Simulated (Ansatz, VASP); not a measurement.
**One calculation of AlO2, two programs**

File INCAR:

```
ALGO = Normal ; EDIFF = 1E-6
ENCUT = 520 ; GGA = PE
ISIF = 2 ; ISMEAR = -1
LASPH = True ; LCHARG = False
LREAL = False ; LWAVE = False
NBANDS = 24 ; NELM = 100
PREC = Accurate ; SIGMA = 0.05
```

File KPOINTS:

```
k-points
0
Gamma
  9 9 7
```

The input POSCAR:

```
AlO2
1.0
    1.5077453247     -5.4739310612      0.0000000000
    1.5077453247      5.4739310612      0.0000000000
    0.0000000000      0.0000000000      3.6945992399
Al O
2 4
Direct
    0.6681330000      0.3318670000      0.7500000000
    0.3318670000      0.6681330000      0.2500000000
    0.0610720000      0.9389280000      0.7500000000
    0.9389280000      0.0610720000      0.2500000000
    0.2941840000      0.7058160000      0.7500000000
    0.7058160000      0.2941840000      0.2500000000
```

The input input.yaml:

```yaml
crystal:
  lattice:
    - [1.5077453247, -5.4739310612, 0.0]
    - [1.5077453247, 5.4739310612, 0.0]
    - [0.0, 0.0, 3.6945992399]
  atoms:
    - { symbol: Al, position: [0.668133, 0.331867, 0.75] }
    - { symbol: Al, position: [0.331867, 0.668133, 0.25] }
    - { symbol: O, position: [0.061072, 0.938928, 0.75] }
    - { symbol: O, position: [0.938928, 0.061072, 0.25] }
    - { symbol: O, position: [0.294184, 0.705816, 0.75] }
    - { symbol: O, position: [0.705816, 0.294184, 0.25] }
hamiltonian:
  xc: pbe
  pseudopotentials: { kind: paw }
kpoints:
  mp_grid: { grid: [9, 9, 7] }
scf:
  occupations: { method: fermi_dirac, width: 0.05 }
output:
  forces: true
  stress: true
  eigenvalues: true
```

Alike in both runs: task single point; functional PBE; k mesh 9 × 9 × 7; occupations fermi-dirac, width 0.05 eV; no spin polarisation.

|  | VASP | Ansatz |
| --- | --- | --- |
| version | VASP 6.6.1 | Ansatz 0.2.0 |
| potentials or method | VASP PAW PBE potentials, release 64 (Al, O) | Ansatz PAW |
| plane-wave cutoff (eV) | 520 | 420 |
| valence electrons in the cell | 30 | 30 |

```csv
,VASP,Ansatz,Ansatz less VASP
gap on the k mesh at the Fermi level (eV),none,none,-
pressure (GPa),-7.7,-7.6,+0.14
"traceless stress, the component that is largest in VASP (GPa)",-0.94,-1.08,-0.138
rms of the force components (eV/Å),0.136,0.134,-0.0018
```

Atom by atom the forces differ by 0.004 eV/Å (rms over components). A gap of «none» marks a metal or a gap that the smearing closes.
